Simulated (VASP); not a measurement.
Runs of VASP 6.6.1 on Zr. The structure is that of space group Fm-3m (No. 225), or close to it. The cells are those of the table. 

| cell | gap on the mesh (eV) | pressure (GPa) |
| --- | --- | --- |
| a = 3.200 Å, angles 60.0°, 1 atom | none | 0.4 |
| a = 3.231 Å, angles 60.0°, 1 atom | none | (b) |
| a = 3.262 Å, angles 60.0°, 1 atom | none | (a) |
| a = 3.168 Å, angles 60.0°, 1 atom | none | 3.3 |
| a = 3.135 Å, angles 60.0°, 1 atom | none | 6.4 |

Alike in all rows: task single point; level PBE; potentials or basis VASP PAW PBE potentials, release 64 (Zr_sv); no spin polarisation; k mesh 9 × 9 × 9; cutoff (eV) 520; smearing gaussian 0.1 eV.

Problem. Fill in the values left out.

Solution. (a) -4.4; (b) -2.1.

A k mesh can miss the band edges, and the runs leave out spin-orbit coupling on Zr.

A gap of «none» marks levels without a gap at the run's occupations.
